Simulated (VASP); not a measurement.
# Ag (I4/mmm) in VASP: notebook

Runs on Ag. Level: r2SCAN. Tasks: single point.

All numbers are computed with VASP 6.6.1; they aren't measurements. Logs are shortened: lines on timing, memory, paths and dates and some standing lists are left out, and cuts for length are marked.

## Step 1: The cell of the first run

The structure is tetragonal, space group I4/mmm (No. 139). The conventional cell has a = 2.889 Å, b = 2.889 Å, c = 3.984 Å, α = 90.00°, β = 90.00°, γ = 90.00°. Ag (site symmetry 4/mmm) has 12 Ag at 2.85 to 2.89 Å within 3.8 Å.

## Step 2: Single point, r2SCAN (strain -0.0250 x Voigt [0, 0, 1, 0, 0, 0])

The input, POSCAR:

```
Ag
1.0
    0.0000000000      2.0431000000      1.9920225000
    2.0431000000      0.0000000000      1.9920225000
    2.0431000000      2.0431000000      0.0000000000
Ag
1
Direct
    0.0000000000      0.0000000000      0.0000000000
```

The input, INCAR.step1:

```
  PREC = Accurate
  ENCUT = 520
  ISMEAR = 0
  SIGMA = 0.15
  LREAL = F
  LASPH = T
  NELM = 100
  NBANDS = 12
  GGA = PE
  ALGO = Normal
  EDIFF = 1E-4
  LWAVE = T
  LCHARG = F
```

The input, INCAR.step2:

```
  PREC = Accurate
  ENCUT = 520
  EDIFF = 1E-6
  ISMEAR = 0
  SIGMA = 0.15
  LREAL = F
  LASPH = T
  NELM = 100
  ALGO = Normal
  ISIF = 2
  LWAVE = F
  LCHARG = F
  METAGGA = R2SCAN
  LMIXTAU = T
  NBANDS = 12
  ISTART = 1
```

The input, KPOINTS:

```
Automatic mesh
0
Gamma
  20 20 20
```

Potentials or basis: VASP PAW PBE potentials, release 64 (Ag).

On the command line:

```sh
> cat potpaw_PBE.64/Ag/POTCAR > POTCAR
> cp INCAR.step1 INCAR
> mpirun -np 1 vasp_std > vasp.out
> cp INCAR.step2 INCAR
> mpirun -np 1 vasp_std > vasp.out
```

OUTCAR:

```text
PREC = Accurate
   ENCUT = 520
   EDIFF = 1E-6
   ISMEAR = 0
   LREAL = F
   LASPH = T
   NELM = 100
   ISIF = 2
   METAGGA = R2SCAN
   ISTART = 1

 ion  position               nearest neighbor table
   1  0.000  0.000  0.000-

  LATTYP: Found a body centered tetragonal cell.
 ALAT       =     2.8893797293
 C/A-ratio  =     1.3788582233

  Lattice vectors:

 A1 = (   0.0000000000,  -2.0431000000,  -1.9920225000)
 A2 = (   0.0000000000,   2.0431000000,  -1.9920225000)
 A3 = (   2.0431000000,   0.0000000000,   1.9920225000)

Analysis of symmetry for initial positions (statically):
=====================================================================
 Subroutine PRICEL returns:
 Original cell was already a primitive cell.

 Routine SETGRP: Setting up the symmetry group for a
 body centered tetragonal supercell.

 Subroutine GETGRP returns: Found 16 space group operations
 (whereof 16 operations were pure point group operations)
 out of a pool of 16 trial point group operations.

The static configuration has the point symmetry D_4h.

Analysis of symmetry for dynamics (positions and initial velocities):
=====================================================================
 Subroutine PRICEL returns:
 Original cell was already a primitive cell.

 Routine SETGRP: Setting up the symmetry group for a
 body centered tetragonal supercell.

 Subroutine GETGRP returns: Found 16 space group operations
 (whereof 16 operations were pure point group operations)
 out of a pool of 16 trial point group operations.

The dynamic configuration has the point symmetry D_4h.

 Subroutine INISYM returns: Found 16 space group operations
 (whereof 16 operations are pure point group operations),
 and found     1 'primitive' translations

----------------------------------------------------------------------------------------

                                     Primitive cell

  volume of cell :      16.6304

  direct lattice vectors                    reciprocal lattice vectors
     0.000000000  2.043100000  1.992022500    -0.244726151  0.244726151  0.251001181
     2.043100000  0.000000000  1.992022500     0.244726151 -0.244726151  0.251001181
     2.043100000  2.043100000  0.000000000     0.244726151  0.244726151 -0.251001181

  length of vectors
     2.853491064  2.853491064  2.889379729     0.427531720  0.427531720  0.427531720

  position of ions in fractional coordinates (direct lattice)
     0.000000000  0.000000000  0.000000000

  ion indices of the primitive-cell ions
   primitive index   ion index
                 1           1

----------------------------------------------------------------------------------------

 KPOINTS: Automatic mesh

Automatic generation of k-mesh.
 Grid dimensions read from file:
 generate k-points for:   20   20   20

 Generating k-lattice:

  Cartesian coordinates                     Fractional coordinates (reciprocal lattice)
    -0.012236308  0.012236308  0.012550059     0.050000000  0.000000000  0.000000000
     0.012236308 -0.012236308  0.012550059     0.000000000  0.050000000  0.000000000
     0.012236308  0.012236308 -0.012550059     0.000000000  0.000000000  0.050000000

  Length of vectors
     0.021376586  0.021376586  0.021376586

  Shift w.r.t. Gamma in fractional coordinates (k-lattice)
     0.000000000  0.000000000  0.000000000

 Subroutine IBZKPT returns following result:
 ===========================================

 Found    641 irreducible k-points:

 Following reciprocal coordinates:
            Coordinates               Weight
  0.000000  0.000000  0.000000      1.000000
  0.050000  0.000000  0.000000      8.000000
  0.100000  0.000000  0.000000      8.000000
  0.150000  0.000000  0.000000      8.000000
  0.200000  0.000000  0.000000      8.000000
  0.250000 -0.000000  0.000000      8.000000
[... 16 lines left out ...]
 -0.400000  0.050000  0.000000      8.000000
 -0.350000  0.050000  0.000000      8.000000
 [... further k-points ...]
   k-points           NKPTS =    641   k-points in BZ     NKDIM =    641   number of bands    NBANDS=     12
   number of dos      NEDOS =    301   number of ions     NIONS =      1
   total plane-waves  NPLWV =  13824
   dimension x,y,z NGX =    24 NGY =   24 NGZ =   24
   dimension x,y,z NGXF=    48 NGYF=   48 NGZF=   48
   ions per type =               1
   NGX,Y,Z   is equivalent  to a cutoff of  13.98, 13.98, 13.81 a.u.
   NGXF,Y,Z  is equivalent  to a cutoff of  27.97, 27.97, 27.62 a.u.
 SYSTEM =  unknown system
   PREC   = accura    normal or accurate (medium, high low for compatibility)
   ISTART =      1    job   : 0-new  1-cont  2-samecut
   ICHARG =      0    charge: 1-file 2-atom 10-const
   ISPIN  =      1    spin polarized calculation?
   LNONCOLLINEAR =      F non collinear calculations
   LSORBIT =      F    spin-orbit coupling
   LASPH  =      T    aspherical Exc in radial PAW
   ENCUT  =  520.0 eV  38.22 Ry    6.18 a.u.   5.31  5.31  5.37*2*pi/ulx,y,z
   NELM   =    100;   NELMIN=  2; NELMDL=  0     # of ELM steps
   EDIFF  = 0.1E-05   stopping-criterion for ELM
   LREAL  =      F    real-space projection
   EDIFFG = 0.1E-04   stopping-criterion for IOM
   NSW    =      0    number of steps for IOM
   IBRION =     -1    ionic relax: 0-MD 1-quasi-New 2-CG
   NFREE  =      0    steps in history (QN), initial steepest desc. (CG)
   ISIF   =      2    stress and relaxation
   ISYM   =      2    0-nonsym 1-usesym 2-fastsym
   POTIM  = 0.5000    time-step for ionic-motion
   TEBEG  =    0.0;   TEEND  =   0.0 temperature during run
   PSTRESS=    0.0 pullay stress
   NELECT =      11.0000    total number of electrons
   NUPDOWN=      -1.0000    fix difference up-down
   EMIN   =  10.00;   EMAX   =-10.00  energy-range for DOS
   EFERMI =   0.00;   METHOD = LEGACY
   ISMEAR =     0;   SIGMA  =   0.15  broadening in eV -4-tet -1-fermi 0-gaus
   EFERMI_NEDOS =   21; number of points for ismear=-14 and -15
   IALGO  =     38    algorithm
   IMIX   =      4    mixing-type and parameters
     AMIX     =   0.40;   BMIX     =  1.00
     AMIX_MAG =   1.60;   BMIX_MAG =  1.00
  volume/ion in A,a.u.               =      16.63       112.23
  Fermi-wavevector in a.u.,A,eV,Ry     =   1.426389  2.695484 27.682207  2.034585
  Thomas-Fermi vector in A             =   2.546671
   LORBIT       =      0    0 simple, 1 ext, 2 COOP (PROOUT), +10 PAW based schemes
   METAGGA = R2SCAN    functional components
   LHFCALC =     F    Hartree Fock is set to
   AEXX    =    0.0000 exact exchange contribution
   IVDW    =     0    specifies the selected vdW correction
   LEPSILON=     F    determine dielectric tensor
   LRPA    =     F    only Hartree local field effects (RPA)
 non-spin polarized calculation
 Gauss-broadening in eV      SIGMA  =   0.15
  energy-cutoff  :      520.00
  volume of cell :       16.63
 maximum number of plane-waves:       463
 NGX is ok and might be reduce to    24
   NGX = 11   NGY = 11   NGZ = 11

 number of electron      11.0000002 magnetization

 Free energy of the ion-electron system (eV)
  ---------------------------------------------------
  ext. energy  EPLUGINS =         0.00000000
  ---------------------------------------------------
  free energy    TOTEN  =       -21.35077598 eV

  energy without entropy =      -21.34873955  energy(sigma->0) =      -21.34975777

 E-fermi :   8.7983     XC(G=0): -13.1438

 val. band max:        8.7699599361   @ k =   0.5000   0.2500   0.1000
 cond. band min:       8.8213662848   @ k =   0.5000   0.1000   0.3000
 fundamental gap:      0.0514063488
 Fermi energy:         8.7983183630

 k-point     1 :       0.0000    0.0000    0.0000
  band No.  band energies     occupation
      1       0.6279      2.00000
      2       3.4947      2.00000
      3       3.4947      2.00000
      4       3.6589      2.00000
      5       4.5529      2.00000
      6       4.7242      2.00000
      7      25.5059      0.00000
      8      29.2589      0.00000
      9      29.2589      0.00000
     10      29.6382      0.00000
     11      34.3995      0.00000
     12      35.4190      0.00000

 k-point     2 :       0.0500    0.0000    0.0000
  band No.  band energies     occupation
      1       0.7107      2.00000
      2       3.4889      2.00000
      3       3.5183      2.00000
      4       3.6682      2.00000
      5       4.5455      2.00000
      6       4.7132      2.00000
      7      25.5289      0.00000
      8      28.6278      0.00000
      9      29.2976      0.00000
     10      29.5695      0.00000
     11      34.5807      0.00000
     12      35.4105      0.00000

 k-point     3 :       0.1000    0.0000    0.0000
  band No.  band energies     occupation
      1       0.9513      2.00000
      2       3.4615      2.00000
      3       3.5807      2.00000
      4       3.7106      2.00000
      5       4.5319      2.00000
      6       4.6872      2.00000
      7      25.4272      0.00000
      8      27.2628      0.00000
      9      29.3983      0.00000
     10      29.6407      0.00000
     11      33.8545      0.00000
     12      35.1647      0.00000
[... 286 lines left out ...]
 k-point    23 :      -0.4000    0.0500    0.0000
  band No.  band energies     occupation
      1       1.9867      2.00000
      2       3.5115      2.00000
      3       3.6143      2.00000
      4       5.2214      2.00000
      5       5.3366      2.00000
      6       7.3507      2.00000
      7      14.3222      0.00000
      8      24.9084      0.00000
      9      27.2650      0.00000
     10      27.9361      0.00000
     11      32.5362      0.00000
     12      33.2086      0.00000

 k-point    24 :      -0.3500    0.0500    0.0000
  band No.  band energies     occupation
      1       2.0536      2.00000
      2       3.5671      2.00000
      3       3.6754      2.00000
      4       5.0104      2.00000
      5       5.1343      2.00000
      6       6.2873      2.00000
      7      16.0552      0.00000
      8      25.1911      0.00000
      9      27.4456      0.00000
     10      28.7540      0.00000
     11      32.3423      0.00000
     12      32.9383      0.00000

 [... further k-points ...]

------------------------ aborting loop because EDIFF is reached ----------------------------------------

  FORCE on cell =-STRESS in cart. coord.  units (eV):
  Direction    XX          YY          ZZ          XY          YZ          ZX
  --------------------------------------------------------------------------------------
  -------------------------------------------------------------------------------------
  Total        0.4525198      0.4525198      0.5531198      0.0000000     -0.0000000      0.0000000
  in kB       43.5957996     43.5957996     53.2876132      0.0000000     -0.0000000      0.0000000
  external PRESSURE =      46.8264041 kB  Pullay stress =       0.0000000 kB

 VOLUME and BASIS-vectors are now :
 -----------------------------------------------------------------------------
  energy-cutoff  :      520.00
  volume of cell :       16.63
      direct lattice vectors                 reciprocal lattice vectors
     0.000000000  2.043100000  1.992022500    -0.244726151  0.244726151  0.251001181
     2.043100000  0.000000000  1.992022500     0.244726151 -0.244726151  0.251001181
     2.043100000  2.043100000  0.000000000     0.244726151  0.244726151 -0.251001181

 POSITION                                       TOTAL-FORCE (eV/Angst)
 -----------------------------------------------------------------------------------
      0.00000      0.00000      0.00000         0.000000     -0.000000      0.000000
 -----------------------------------------------------------------------------------
    total drift:                               -0.000000      0.000000     -0.000000

  FREE ENERGIE OF THE ION-ELECTRON SYSTEM (eV)
  ---------------------------------------------------
  free  energy   TOTEN  =       -21.3507759846 eV

  energy  without entropy=      -21.3487395547  energy(sigma->0) =      -21.34975777
```

Wall time 2.2 min (1 thread of Intel Xeon 6975P-C (Granite Rapids), shared host); peak memory 0.25 GiB.

Results:

```
Free energy            : -21.3508 eV
Pressure               : 4.7 GPa
Band gap on the k mesh : zero (an odd number of electrons rules out a gap without spin polarisation)
```

Stress tensor (GPa, compression positive):
```
4.36 0.00 0.00
0.00 4.36 0.00
0.00 0.00 5.33
```

Caveat: the cell differs from its parent crystal (strain -0.0250 x Voigt [0, 0, 1, 0, 0, 0]); the cell stands under pressure; the PAW data sets were made with another functional, which shifts forces and pressure a little.

## Step 3: Single point, r2SCAN (strain +0.0250 x Voigt [0, 0, 1, 0, 0, 0])

The input, POSCAR:

```
Ag
1.0
    0.0000000000      2.0431000000      2.0941775000
    2.0431000000      0.0000000000      2.0941775000
    2.0431000000      2.0431000000      0.0000000000
Ag
1
Direct
    0.0000000000      0.0000000000      0.0000000000
```

The input, INCAR.step1:

```
PREC = Accurate
ENCUT = 520
ISMEAR = 0
SIGMA = 0.15
LREAL = False
LASPH = True
NELM = 80
NBANDS = 12
GGA = PE
ALGO = Normal
EDIFF = 1E-4
LWAVE = True
LCHARG = False
```

The input, INCAR.step2:

```
PREC = Accurate
ENCUT = 520
EDIFF = 1E-7
ISMEAR = 0
SIGMA = 0.15
LREAL = False
LASPH = True
NELM = 80
ALGO = Normal
ISIF = 2
LWAVE = False
LCHARG = False
METAGGA = R2SCAN
LMIXTAU = True
NBANDS = 12
ISTART = 1
```

The input, KPOINTS:

```
regular mesh
0
Gamma
  20 20 20
```

Potentials or basis: VASP PAW PBE potentials, release 64 (Ag).

On the command line:

```sh
> cat potpaw_PBE.64/Ag/POTCAR > POTCAR
> cp INCAR.step1 INCAR
> mpirun -np 1 vasp_std > vasp.out
> cp INCAR.step2 INCAR
> mpirun -np 1 vasp_std > vasp.out
```

OUTCAR:

```text
PREC = Accurate
   ENCUT = 520
   EDIFF = 1E-7
   ISMEAR = 0
   LREAL = False
   LASPH = True
   NELM = 80
   ISIF = 2
   METAGGA = R2SCAN
   ISTART = 1

 ion  position               nearest neighbor table
   1  0.000  0.000  0.000-

  LATTYP: Found a body centered tetragonal cell.
 ALAT       =     2.8893797293
 C/A-ratio  =     1.4495689014

  Lattice vectors:

 A1 = (  -2.0431000000,   0.0000000000,   2.0941775000)
 A2 = (   2.0431000000,   0.0000000000,   2.0941775000)
 A3 = (   0.0000000000,   2.0431000000,  -2.0941775000)
[... 540 lines left out ...]

 [... further k-points ...]

------------------------ aborting loop because EDIFF is reached ----------------------------------------

  FORCE on cell =-STRESS in cart. coord.  units (eV):
  Direction    XX          YY          ZZ          XY          YZ          ZX
  --------------------------------------------------------------------------------------
  -------------------------------------------------------------------------------------
  Total       -0.0772867     -0.0772867     -0.1826108      0.0000000      0.0000000      0.0000000
  in kB       -7.0825987     -7.0825987    -16.7345627      0.0000000      0.0000000      0.0000000
  external PRESSURE =     -10.2999200 kB  Pullay stress =       0.0000000 kB

 VOLUME and BASIS-vectors are now :
 -----------------------------------------------------------------------------
  energy-cutoff  :      520.00
  volume of cell :       17.48
      direct lattice vectors                 reciprocal lattice vectors
     0.000000000  2.043100000  2.094177500    -0.244726151  0.244726151  0.238757221
     2.043100000  0.000000000  2.094177500     0.244726151 -0.244726151  0.238757221
     2.043100000  2.043100000  0.000000000     0.244726151  0.244726151 -0.238757221

 POSITION                                       TOTAL-FORCE (eV/Angst)
 -----------------------------------------------------------------------------------
      0.00000      0.00000      0.00000        -0.000000     -0.000000      0.000000
 -----------------------------------------------------------------------------------
    total drift:                               -0.000000     -0.000000     -0.000000

  FREE ENERGIE OF THE ION-ELECTRON SYSTEM (eV)
  ---------------------------------------------------
  free  energy   TOTEN  =       -21.3598969472 eV

  energy  without entropy=      -21.3577231260  energy(sigma->0) =      -21.35881004
```

Wall time 2.3 min (1 thread of Intel Xeon 6975P-C (Granite Rapids), shared host); peak memory 0.25 GiB.

What came out:

| Item | Value |
| --- | --- |
| Free energy | -21.3599 eV |
| Pressure | -1.0 GPa |
| Band gap on the k mesh | zero (an odd number of electrons rules out a gap without spin polarisation) |

Levels at points of the mesh, in eV from the Fermi level:
| k point | band 3 | band 4 | band 5 | band 6 | band 7 | band 8 | band 9 | band 10 |
| --- | --- | --- | --- | --- | --- | --- | --- | --- |
| (0.00, 0.00, 0.00) | -5.01 | -5.01 | -4.15 | -3.99 | 16.58 | 19.94 | 20.25 | 20.25 |
| (0.50, 0.00, 0.00) | -5.02 | -3.32 | -3.25 | -0.28 | 3.55 | 15.76 | 18.09 | 18.63 |
| (0.50, 0.50, 0.00) | -3.31 | -3.09 | -3.09 | 1.46 | 6.35 | 11.29 | 11.29 | 17.65 |
| (0.50, 0.00, 0.50) | -3.32 | -3.13 | -3.01 | 1.88 | 6.97 | 10.83 | 10.85 | 17.22 |

Caveat: the cell differs from its parent crystal (strain +0.0250 x Voigt [0, 0, 1, 0, 0, 0]); the PAW data sets were made with another functional, which shifts forces and pressure a little.

## Step 4: Single point, r2SCAN (strain +0.0500 x Voigt [0, 0, 1, 0, 0, 0])

The input, POSCAR:

```
Ag
1.0
    0.0000000000      2.0431000000      2.1452550000
    2.0431000000      0.0000000000      2.1452550000
    2.0431000000      2.0431000000      0.0000000000
Ag
1
Direct
    0.0000000000      0.0000000000      0.0000000000
```

The input, INCAR.step1:

```
PREC = Accurate ; ENCUT = 520
ISMEAR = 0 ; SIGMA = 0.15
LREAL = F ; LASPH = T
NELM = 60 ; NBANDS = 12
GGA = PE ; ALGO = Normal
EDIFF = 1E-4 ; LWAVE = T
LCHARG = F
```

The input, INCAR.step2:

```
PREC = Accurate ; ENCUT = 520
EDIFF = 1E-7 ; ISMEAR = 0
SIGMA = 0.15 ; LREAL = F
LASPH = T ; NELM = 60
ALGO = Normal ; ISIF = 2
LWAVE = F ; LCHARG = F
METAGGA = R2SCAN ; LMIXTAU = T
NBANDS = 12 ; ISTART = 1
```

KPOINTS is that of step 3.

On the command line:

```sh
> cat potpaw_PBE.64/Ag/POTCAR > POTCAR
> cp INCAR.step1 INCAR
> mpirun -np 1 vasp_std > vasp.out
> cp INCAR.step2 INCAR
> mpirun -np 1 vasp_std > vasp.out
```

Run time: 2.3 min. Hardware: 1 thread of Intel Xeon 6975P-C (Granite Rapids), shared host; peak memory 0.26 GiB.

The run converged. Its results:

```yaml
Free_energy: -21.3518 eV
Pressure: -3.2 GPa
Band_gap_on_the_k_mesh: zero (an odd number of electrons rules out a gap without spin polarisation)
```

Stress tensor (GPa, compression positive):
```
-2.54  0.00  0.00
 0.00 -2.54  0.00
 0.00  0.00 -4.46
```

Levels at points of the mesh, in eV from the Fermi level:
```
           k point  band 2  band 3  band 4  band 5  band 6  band 7  band 8  band 9  band 10  band 11
(0.00, 0.00, 0.00)   -5.19   -4.89   -4.89   -4.19   -3.89   16.53   19.56   20.10    20.10    24.75
(0.50, 0.00, 0.00)   -5.15   -4.88   -3.35   -3.23   -0.22    3.42   15.51   17.72    18.65    22.22
(0.50, 0.50, 0.00)   -6.41   -3.31   -3.11   -3.11    1.22    5.77   11.44   11.44    17.62    17.78
(0.50, 0.00, 0.50)   -6.38   -3.34   -3.20   -2.97    2.03    6.97   10.56   10.58    16.80    16.92
```

Caveat: the cell differs from its parent crystal (strain +0.0500 x Voigt [0, 0, 1, 0, 0, 0]); the cell stands under tension; the PAW data sets were made with another functional, which shifts forces and pressure a little.

## Step 5: Overview

| cell | gap on the mesh (eV) | pressure (GPa) |
| --- | --- | --- |
| a = 2.853, b = 2.853, c = 2.889 Å, angles 59.6, 59.6, 60.8°, 1 atom | none | 4.7 |
| a = 2.926, b = 2.926, c = 2.889 Å, angles 60.4, 60.4, 59.2°, 1 atom | none | -1.0 |
| a = 2.962, b = 2.962, c = 2.889 Å, angles 60.8, 60.8, 58.4°, 1 atom | none | -3.2 |

Alike in all rows: task single point; level r2SCAN; potentials or basis VASP PAW PBE potentials, release 64 (Ag); no spin polarisation; k mesh 20 × 20 × 20; cutoff (eV) 520; smearing gaussian 0.15 eV.

Caveats: the PAW data sets were made with another functional, which shifts forces and pressure a little; the cell stands under pressure (at least some runs); the cell stands under tension (at least some runs).

Absolute energies hang on the potentials; compare differences alone.

The gap in the log of VASP goes by the Fermi energy; the results here count the filled bands.